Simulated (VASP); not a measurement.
Wanted: the native input for a VASP 6.6.1 run.

| Quantity | Value |
| --- | --- |
| Task | single point |
| Functional | PBEsol |
| Potentials or basis | VASP PAW PBE potentials, release 64 (In_d, Se) |
| Cutoff | 520 eV |
| k mesh | 10 × 10 × 10 |
| Occupations | methfessel-paxton, width 0.05 eV |
| Spin | no spin polarisation |
| Dipole correction | no |
| Further INCAR settings | ALGO = Normal; EDIFF = 1e-06; NBANDS = 30 |

The structure of In3Se lies in POSCAR:

```
In3Se
1.0
    4.8037580000      0.0000000000      0.0000000000
    0.0000000000      4.8037580000      0.0000000000
    0.0000000000      0.0000000000      4.8037580000
In Se
3 1
Direct
    0.0000000000      0.5000000000      0.5000000000
    0.5000000000      0.0000000000      0.5000000000
    0.5000000000      0.5000000000      0.0000000000
    0.0000000000      0.0000000000      0.0000000000
```

One way to write it, as run:

INCAR

```
  PREC = Accurate
  ENCUT = 520
  EDIFF = 1E-6
  ISMEAR = 1
  SIGMA = 0.05
  LREAL = False
  LASPH = True
  NELM = 100
  ALGO = Normal
  ISIF = 2
  LWAVE = False
  LCHARG = True
  GGA = PS
  LELF = True
  LVHAR = True
  NBANDS = 30
```

KPOINTS

```
regular mesh
0
Gamma
  10 10 10
```

Potentials or basis: VASP PAW PBE potentials, release 64 (In_d, Se).

The run is started by

```console
$ cat potpaw_PBE.64/In_d/POTCAR potpaw_PBE.64/Se/POTCAR > POTCAR
$ mpirun -np 1 vasp_std > vasp.out
```

Results of the run:

```yaml
Pressure: -3.0 GPa
```

Caveat: the PAW data sets were made with another functional, which shifts forces and pressure a little.

Wall time 92 s on 1 thread of AMD EPYC 9R14 (Zen 4), on a shared host, peak memory 0.27 GiB.
